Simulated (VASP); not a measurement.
Input of a VASP 6.6.1 run:

Contents of INCAR:

```
ALGO     = Normal         # electronic algorithm
EDIFF    = 1E-6           # SCF threshold, eV
ENCUT    = 520            # plane-wave cutoff, eV
GGA      = PE             # functional
ISIF     = 2              # what is computed and relaxed
ISMEAR   = -1             # smearing method
LASPH    = True           # aspherical terms in the spheres
LCHARG   = False          # write CHGCAR
LREAL    = False          # projectors in reciprocal space
LWAVE    = False          # write WAVECAR
NBANDS   = 16             # bands
NELM     = 80             # most SCF steps
PREC     = Accurate       # precision mode
SIGMA    = 0.08           # smearing width, eV
```

The input KPOINTS:

```
k-points
0
Gamma
  14 14 14
```

The input POSCAR:

```
AlRu
1.0
    0.0000000000      2.4921758265      2.4921758265
    2.4921758265      0.0000000000      2.4921758265
    2.4921758265      2.4921758265      0.0000000000
Ru Al
1 1
Direct
    0.0000000000      0.0000000000      0.0000000000
    0.5000000000      0.5000000000      0.5000000000
```

Potentials or basis: VASP PAW PBE potentials, release 64 (Ru_pv, Al).

Command:

```sh
$ cat potpaw_PBE.64/Ru_pv/POTCAR potpaw_PBE.64/Al/POTCAR > POTCAR
$ mpirun -np 1 vasp_std > vasp.out
```

Task: What does it give for the pressure?

Result: 0.0 GPa.
